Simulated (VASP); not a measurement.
# BeS: single point with PBE

BeS:

```
Be S
1.0
     0.00000    2.36364    2.36364
     2.36364    0.00000    2.36364
     2.36364    2.36364    0.00000
Be S
1 1
Direct
  0.00000 0.00000 0.00000
  0.50000 0.50000 0.50000
```

This cell differs from its parent crystal: strain +2.0%.

- Program: VASP 6.6.1
- Task: single point
- Functional: PBE
- Potentials or basis: VASP PAW PBE potentials, release 64 (Be, S)
- Cutoff: 520 eV
- k mesh: 6 × 6 × 6
- Occupations: gaussian, width 0.01 eV
- Spin: no spin polarisation

| Quantity | Value |
| --- | --- |
| Pressure | -5.9 GPa |
| Band gap on the k mesh | 0.94 eV, indirect (least direct gap 3.87 eV) |

Levels at points of the mesh, in eV from the valence-band top:
```
           k point  band 1  band 2  band 3  band 4  band 5  band 6  band 7  band 8
(0.00, 0.00, 0.00)  -14.58   -0.27   -0.27   -0.27    4.64    8.90    8.90    8.90
(0.50, 0.00, 0.00)  -12.52   -6.77   -0.45   -0.45    4.02    4.03    4.03    9.63
(0.50, 0.50, 0.00)  -11.61   -6.29   -2.92   -2.92    0.94    4.59   11.24   11.24
```

It took 7.5 s on 1 thread of Intel(R) Xeon(R) Platinum 8488C (Sapphire Rapids) (shared host), peak memory 0.14 GiB.

Caveat: the cell differs from its parent crystal (strain +2.0%). A k mesh can miss the band edges.
